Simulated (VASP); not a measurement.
Runs of VASP 6.6.1 on PbO (Litharge). The structure is that of space group P4/nmm (No. 129), or close to it. The cells are those of the table. 

```tsv
task	level	potentials or basis	spin	cell	k mesh	cutoff (eV)	smearing	gap on the mesh (eV)	pressure (GPa)	largest force (eV/Å)
single point	PBE	VASP PAW PBE potentials, release 64 (Pb_d, O)	off	a = 3.980, b = 3.980, c = 5.001 Å, 4 atoms	4 × 4 × 4	520	gaussian 0.01 eV	1.23	4.6	0.40
single point	PBE	VASP PAW PBE potentials, release 64 (Pb_d, O)	off	a = 3.980, b = 3.980, c = 5.001 Å, 4 atoms	6 × 6 × 6	520	fermi-dirac 0.02 eV	1.23	4.6	0.40
relaxation of cell and atoms	PBE+D3(BJ)	VASP PAW PBE potentials, release 64 (Pb_d, O)	off	relaxed from a = 3.990, b = 3.990, c = 5.010 Å, 4 atoms	6 × 6 × 6	600	fermi-dirac 0.02 eV	1.26	0.0	-
single point	LDA	VASP PAW LDA potentials, release 64 (Pb_d, O)	off	a = 3.980, b = 3.980, c = 5.001 Å, 4 atoms	6 × 6 × 6	520	gaussian 0.01 eV	1.18	(b)	0.18
single point	r2SCAN	VASP PAW PBE potentials, release 64 (Pb_d, O)	off	a = 3.980, b = 3.980, c = 5.001 Å, 4 atoms	6 × 6 × 6	520	gaussian 0.01 eV	1.54	1.7	(a)
single point	r2SCAN+rVV10	VASP PAW PBE potentials, release 64 (Pb_d, O)	off	a = 3.980, b = 3.980, c = 5.001 Å, 4 atoms	6 × 6 × 6	520	fermi-dirac 0.02 eV	1.49	0.7	0.12
single point	PBE	VASP PAW PBE potentials, release 64 (Pb_d, O)	non-collinear, zero start, SOC	a = 3.980, b = 3.980, c = 5.001 Å, 4 atoms	6 × 6 × 6	520	fermi-dirac 0.02 eV	-	4.4	0.42
single point	PBE+D4	VASP PAW PBE potentials, release 64 (Pb_d, O)	off	a = 4.035, b = 4.035, c = 4.964 Å, 4 atoms	6 × 6 × 6	520	fermi-dirac 0.02 eV	1.27	0.1	0.04
```

Q: Fill in the values left out.

A: (a) 0.10; (b) -2.0.

Caveats: spin-orbit coupling is left out, which moves the levels of the heavy elements (some runs); the PAW data sets were made with another functional, which shifts forces and pressure a little (some runs).

A k mesh can miss the band edges, and rows without SOC leave out spin-orbit coupling on Pb.
